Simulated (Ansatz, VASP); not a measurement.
## One calculation of BN, two programs

```xyz
2
Lattice="0.0000 1.7899 1.7899 1.7899 0.0000 1.7899 1.7899 1.7899 0.0000" Properties=species:S:1:pos:R:3 pbc="T T T"
B     0.0000    0.0000    0.0000
N     0.8950    0.8950    0.8950
```

Change from the starting cell: strained cell.

Alike in both runs: functional PBE; k mesh 12 × 12 × 12; occupations gaussian, width 0.02 eV; no spin polarisation.

Ansatz relaxed the structure, and its values are those at the end. VASP's run is a single point on that final structure, the one shown.

|  | VASP | Ansatz |
| --- | --- | --- |
| version | VASP 6.6.1 | Ansatz 0.2.0 |
| potentials or method | VASP PAW PBE potentials, release 64 (B, N), cutoff 520 eV | scalar-relativistic, plane waves, PAW |
| valence electrons in the cell | 8 | 8 |

```tsv
	VASP	Ansatz	Ansatz less VASP
gap on the k mesh at the Fermi level (eV)	4.49	4.50	+0.007
least direct gap on the mesh (eV)	8.96	8.96	+0.005
pressure (GPa)	15.2	14.6	-0.60
```

Ansatz's warnings: stress scf threshold loose.
